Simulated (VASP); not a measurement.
# C in VASP: single point with PBE

Aim: the single point of C with PBE.

All numbers are computed with VASP 6.6.1; they aren't measurements. Logs are shortened: lines on timing, memory, paths and dates and some standing lists are left out, and cuts for length are marked.

## Step 1: The cell of the first run

The cell holds a slab with vacuum, 19 atoms: a = 7.398 Å, b = 7.398 Å, c = 11.000 Å, α = 90.00°, β = 90.00°, γ = 120.00°.

## Step 2: Single point, PBE, collinear spin

Contents of INCAR:

```
PREC = Accurate ; ENCUT = 520
EDIFF = 1E-6 ; ISMEAR = -1
SIGMA = 0.05 ; LREAL = Auto
LASPH = True ; NELM = 150
ALGO = Normal ; ISIF = 2
LWAVE = False ; LCHARG = False
ISPIN = 2 ; MAGMOM = 0 0 0 0 0 0 0 0 0 0 0 0 0 0 0 0 0 0 0.15
LORBIT = 11 ; GGA = PE
NBANDS = 57
```

Contents of KPOINTS:

```
Automatic mesh
0
Gamma
  2 2 1
```

Contents of POSCAR:

```
C
1.0
    7.3980000000      0.0000000000      0.0000000000
   -3.6990000000      6.4068560000      0.0000000000
    0.0000000000      0.0000000000     11.0000000000
C
19
Direct
    0.0030257140     -0.0015452197      0.1040363636
    0.2234636439      0.1023747061      0.1115909091
    0.0040992366      0.3271495411      0.0947272727
    0.2239281461      0.4501271763      0.1018909091
   -0.0066615445      0.6628055945      0.0867090909
    0.2172895486      0.7702373832      0.0812818182
    0.3287438691     -0.0066647354      0.0944000000
    0.5608235435      0.1122391388      0.0891181818
    0.3361687819      0.3427890372      0.1005636364
    0.5544716187      0.4385458328      0.0818181818
    0.3297373440      0.6607453016      0.0944363636
    0.5535927472      0.7751227747      0.0930272727
    0.6605771374     -0.0043391017      0.0906000000
    0.8828400752      0.1015006424      0.0989090909
    0.6682142498      0.3228572642      0.0745818182
    0.8888670148      0.4355334348      0.0748090909
    0.6617378208      0.6625402538      0.0880636364
    0.8827437426      0.7714080042      0.0908363636
    0.5408342828      0.4734771626      0.2140545455
```

Potentials or basis: VASP PAW PBE potentials, release 64 (C).

The run is started by

```console
> cat potpaw_PBE.64/C/POTCAR > POTCAR
> mpirun -np 1 vasp_std > vasp.out
```

OUTCAR:

```text
PREC = Accurate
   ENCUT = 520
   EDIFF = 1E-6
   ISMEAR = -1
   LREAL = Auto
   LASPH = True
   NELM = 150
   ISIF = 2
   ISPIN = 2
   LORBIT = 11
   GGA = PE

 ion  position               nearest neighbor table
   1  0.003  0.998  0.104-   2 1.42  14 1.43  18 1.46
   2  0.223  0.102  0.112-   7 1.39   1 1.42   9 1.55
   3  0.004  0.327  0.095-   4 1.41  14 1.45  16 1.45
   4  0.224  0.450  0.102-  11 1.35   9 1.41   3 1.41
   5  0.993  0.663  0.087-  18 1.41   6 1.44  16 1.46
   6  0.217  0.770  0.081-  11 1.43   5 1.44   7 1.44
   7  0.329  0.993  0.094-   2 1.39   6 1.44   8 1.49
   8  0.561  0.112  0.089-  15 1.36  13 1.39   7 1.49
   9  0.336  0.343  0.101-   4 1.41  10 1.42   2 1.55  19 1.82
  10  0.554  0.439  0.082-   9 1.42  17 1.44  15 1.47  19 1.49
  11  0.330  0.661  0.094-   4 1.35   6 1.43  12 1.43
  12  0.554  0.775  0.093-  13 1.41  17 1.42  11 1.43
  13  0.661  0.996  0.091-   8 1.39  12 1.41  14 1.43
  14  0.883  0.102  0.099-  13 1.43   1 1.43   3 1.45
  15  0.668  0.323  0.075-   8 1.36  16 1.41  10 1.47
  16  0.889  0.436  0.075-  15 1.41   3 1.45   5 1.46
  17  0.662  0.663  0.088-  12 1.42  18 1.42  10 1.44  19 1.85
  18  0.883  0.771  0.091-   5 1.41  17 1.42   1 1.46
  19  0.541  0.473  0.214-  10 1.49   9 1.82  17 1.85

  LATTYP: Found a hexagonal cell.
 ALAT       =     7.3980000000
 C/A-ratio  =     1.4868883482

  Lattice vectors:

 A1 = (   7.3980000000,   0.0000000000,   0.0000000000)
 A2 = (  -3.6990000000,   6.4068560000,   0.0000000000)
 A3 = (   0.0000000000,   0.0000000000,  11.0000000000)

Analysis of symmetry for initial positions (statically):
=====================================================================
 Subroutine PRICEL returns:
 Original cell was already a primitive cell.

 Routine SETGRP: Setting up the symmetry group for a
 hexagonal supercell.

 Subroutine GETGRP returns: Found  1 space group operations
 (whereof  1 operations were pure point group operations)
 out of a pool of 24 trial point group operations.

The static configuration has the point symmetry C_1 .

Analysis of symmetry for dynamics (positions and initial velocities):
=====================================================================
 Subroutine PRICEL returns:
 Original cell was already a primitive cell.

 Routine SETGRP: Setting up the symmetry group for a
 hexagonal supercell.

 Subroutine GETGRP returns: Found  1 space group operations
 (whereof  1 operations were pure point group operations)
 out of a pool of 24 trial point group operations.

The dynamic configuration has the point symmetry C_1 .

Analysis of structural, dynamic, and magnetic symmetry:
=====================================================================
 Subroutine PRICEL returns:
 Original cell was already a primitive cell.

 Routine SETGRP: Setting up the symmetry group for a
 hexagonal supercell.

 Subroutine GETGRP returns: Found  1 space group operations
 (whereof  1 operations were pure point group operations)
 out of a pool of 24 trial point group operations.

The overall configuration has the point symmetry C_1 .

 Subroutine INISYM returns: Found  1 space group operations
 (whereof  1 operations are pure point group operations),
 and found     1 'primitive' translations

----------------------------------------------------------------------------------------

                                     Primitive cell

  volume of cell :     521.3771

  direct lattice vectors                    reciprocal lattice vectors
     7.398000000  0.000000000  0.000000000     0.135171668  0.078041398  0.000000000
    -3.699000000  6.406856000  0.000000000     0.000000000  0.156082796  0.000000000
     0.000000000  0.000000000 11.000000000     0.000000000  0.000000000  0.090909091

  length of vectors
     7.398000000  7.398000054 11.000000000     0.156082797  0.156082796  0.090909091

  position of ions in fractional coordinates (direct lattice)
     0.003025714  0.998454780  0.104036364
     0.223463644  0.102374706  0.111590909
     0.004099237  0.327149541  0.094727273
     0.223928146  0.450127176  0.101890909
     0.993338456  0.662805594  0.086709091
     0.217289549  0.770237383  0.081281818
[... 70 lines left out ...]
   total plane-waves  NPLWV = 263424
   dimension x,y,z NGX =    56 NGY =   56 NGZ =   84
   dimension x,y,z NGXF=   112 NGYF=  112 NGZF=  168
   ions per type =              19
   NGX,Y,Z   is equivalent  to a cutoff of  12.58, 12.58, 12.70 a.u.
   NGXF,Y,Z  is equivalent  to a cutoff of  25.17, 25.17, 25.39 a.u.
 SYSTEM =  unknown system
   PREC   = accura    normal or accurate (medium, high low for compatibility)
   ISTART =      0    job   : 0-new  1-cont  2-samecut
   ICHARG =      2    charge: 1-file 2-atom 10-const
   ISPIN  =      2    spin polarized calculation?
   LNONCOLLINEAR =      F non collinear calculations
   LSORBIT =      F    spin-orbit coupling
   LASPH  =      T    aspherical Exc in radial PAW
   ENCUT  =  520.0 eV  38.22 Ry    6.18 a.u.  13.76 13.76 20.45*2*pi/ulx,y,z
   NELM   =    150;   NELMIN=  2; NELMDL= -5     # of ELM steps
   EDIFF  = 0.1E-05   stopping-criterion for ELM
   LREAL  =      T    real-space projection
   EDIFFG = 0.1E-04   stopping-criterion for IOM
   NSW    =      0    number of steps for IOM
   IBRION =     -1    ionic relax: 0-MD 1-quasi-New 2-CG
   NFREE  =      0    steps in history (QN), initial steepest desc. (CG)
   ISIF   =      2    stress and relaxation
   ISYM   =      2    0-nonsym 1-usesym 2-fastsym
   POTIM  = 0.5000    time-step for ionic-motion
   TEBEG  =    0.0;   TEEND  =   0.0 temperature during run
   PSTRESS=    0.0 pullay stress
   NELECT =      76.0000    total number of electrons
   NUPDOWN=      -1.0000    fix difference up-down
   EMIN   =  10.00;   EMAX   =-10.00  energy-range for DOS
   EFERMI =   0.00;   METHOD = LEGACY
   ISMEAR =    -1;   SIGMA  =   0.05  broadening in eV -4-tet -1-fermi 0-gaus
   EFERMI_NEDOS =   21; number of points for ismear=-14 and -15
   IALGO  =     38    algorithm
   IMIX   =      4    mixing-type and parameters
     AMIX     =   0.40;   BMIX     =  1.00
     AMIX_MAG =   1.60;   BMIX_MAG =  1.00
  volume/ion in A,a.u.               =      27.44       185.18
  Fermi-wavevector in a.u.,A,eV,Ry     =   0.861580  1.628149 10.099867  0.742319
  Thomas-Fermi vector in A             =   1.979254
   LORBIT       =     11    0 simple, 1 ext, 2 COOP (PROOUT), +10 PAW based schemes
   GGA     = PE    functional components
   LHFCALC =     F    Hartree Fock is set to
   AEXX    =    0.0000 exact exchange contribution
   IVDW    =     0    specifies the selected vdW correction
   LEPSILON=     F    determine dielectric tensor
   LRPA    =     F    only Hartree local field effects (RPA)
 spin polarized calculation
  energy-cutoff  :      520.00
  volume of cell :      521.38
 maximum number of plane-waves:     14099
 NGX is ok and might be reduce to    56
   NGX = 27   NGY = 27   NGZ = 41

 number of electron      76.0000000 magnetization       0.4177819

 Free energy of the ion-electron system (eV)
  ---------------------------------------------------
  ext. energy  EPLUGINS =         0.00000000
  ---------------------------------------------------
  free energy    TOTEN  =      -167.26944740 eV

  energy without entropy =     -167.24083810  energy(sigma->0) =     -167.25514275

 E-fermi :  -1.6619     XC(G=0):  -4.1552

 val. band max:       -1.6803994869   @ k =   0.0000   0.5000   0.0000
 cond. band min:      -1.4305842675   @ k =   0.5000  -0.0000   0.0000
 fundamental gap:      0.2498152194
 Fermi energy:        -1.6618618066

 spin component 1

 k-point     1 :       0.0000    0.0000    0.0000
  band No.  band energies     occupation
      1     -22.0572      1.00000
      2     -20.0897      1.00000
      3     -19.0428      1.00000
      4     -18.8603      1.00000
      5     -18.7124      1.00000
      6     -18.4888      1.00000
[... 201 lines left out ...]
     49       4.1182      0.00000
     50       4.2234      0.00000
 Fermi energy:        -1.6618618066

 spin component 2

 k-point     1 :       0.0000    0.0000    0.0000
  band No.  band energies     occupation
      1     -22.0100      1.00000
      2     -20.0575      1.00000
      3     -19.0196      1.00000
      4     -18.8443      1.00000
      5     -18.6994      1.00000
      6     -18.4752      1.00000
[... 201 lines left out ...]
     49       4.1408      0.00000
     50       4.2470      0.00000
 [bands above 50 left out]

------------------------ aborting loop because EDIFF is reached ----------------------------------------

  FORCE on cell =-STRESS in cart. coord.  units (eV):
  Direction    XX          YY          ZZ          XY          YZ          ZX
  --------------------------------------------------------------------------------------
  -------------------------------------------------------------------------------------
  Total        7.9402466      3.2018761      0.8795849     -3.6185257     -0.4820338     -1.3702085
  in kB       24.4001558      9.8392758      2.7029397    -11.1196281     -1.4812763     -4.2106123
  external PRESSURE =      12.3141238 kB  Pullay stress =       0.0000000 kB

 VOLUME and BASIS-vectors are now :
 -----------------------------------------------------------------------------
  energy-cutoff  :      520.00
  volume of cell :      521.38
      direct lattice vectors                 reciprocal lattice vectors
     7.398000000  0.000000000  0.000000000     0.135171668  0.078041398  0.000000000
    -3.699000000  6.406856000  0.000000000     0.000000000  0.156082796  0.000000000
     0.000000000  0.000000000 11.000000000     0.000000000  0.000000000  0.090909091

 POSITION                                       TOTAL-FORCE (eV/Angst)
 -----------------------------------------------------------------------------------
     -3.67090      6.39696      1.14440        -1.088546     -2.063921     -0.139382
      1.27450      0.65590      1.22750        -1.381097      2.277772     -1.155235
     -1.17980      2.09600      1.04200        -2.392179      0.222305     -0.465320
     -0.00840      2.88390      1.12080        -0.257409     -2.664946     -0.797350
      4.89700      4.24650      0.95380         1.314027     -1.127188     -1.172348
     -1.24160      4.93480      0.89410        -0.356569      0.877481      1.737859
[... 11 lines left out ...]
      3.67710      4.94230      0.99920         1.435528      1.531843      0.531539
      2.24970      3.03350      2.35460        -0.512885      0.083041      1.061439
 -----------------------------------------------------------------------------------
    total drift:                                0.015817     -0.008533     -0.025997

  FREE ENERGIE OF THE ION-ELECTRON SYSTEM (eV)
  ---------------------------------------------------
  free  energy   TOTEN  =      -167.2694473998 eV

  energy  without entropy=     -167.2408380995  energy(sigma->0) =     -167.25514275

 total charge

# of ion       s       p       d       tot
------------------------------------------
    1        0.857   1.760   0.000   2.617
    2        0.855   1.750   0.000   2.605
    3        0.856   1.764   0.000   2.620
    4        0.879   1.844   0.000   2.723
    5        0.859   1.762   0.000   2.622
    6        0.858   1.764   0.000   2.622
[... 11 lines left out ...]
   18        0.862   1.780   0.000   2.642
   19        1.009   1.225   0.000   2.233
--------------------------------------------------
tot         16.523  33.394   0.000  49.917

 magnetization (x)

# of ion       s       p       d       tot
------------------------------------------
    1       -0.000  -0.004   0.000  -0.004
    2        0.000   0.006   0.000   0.006
    3       -0.000  -0.001   0.000  -0.001
    4        0.001   0.007   0.000   0.008
    5        0.000   0.009   0.000   0.009
    6       -0.000  -0.003   0.000  -0.003
[... 11 lines left out ...]
   18        0.000   0.005   0.000   0.005
   19        0.008   0.141   0.000   0.148
--------------------------------------------------
tot          0.014   0.222   0.000   0.236
```

Wall time 12 min (1 thread of Intel Xeon 8259CL, shared host); peak memory 0.75 GiB.

Results:

- Free energy: -167.2694 eV
- Largest force: 3.905 eV/Å
- Net moment: 0.42 μB per cell
- Site moments: C -0.00, +0.01, +0.00, +0.15 (each value once) μB
- Valence electrons inside the program's atomic spheres: C 2.62, 2.60, 2.72, 2.69, 2.71, 2.65, 2.68, 2.61, 2.67, 2.66, 2.64, 2.23 (each value once)

Forces on the atoms (eV/Å):
```
C   -1.089 -2.064 -0.139
C   -1.381  2.278 -1.155
C   -2.392  0.222 -0.465
C   -0.257 -2.665 -0.797
C    1.314 -1.127 -1.172
C   -0.357  0.877  1.738
C    1.313  0.371 -0.198
C   -2.137 -2.655 -0.346
C    0.523 -3.393  1.861
C    2.231 -0.442 -1.129
C   -0.975  2.742 -0.946
C   -1.181 -0.419 -0.275
C    2.099 -0.183  0.435
C    1.423  1.630 -0.268
C   -0.070  1.702 -0.419
C    0.156  0.595  1.193
C   -0.143  0.916  0.490
C    1.436  1.532  0.532
C   -0.513  0.083  1.061
```

Caveat: the k points lie up to 0.49 Å⁻¹ apart; there is no dipole correction, which matters where the two faces differ.
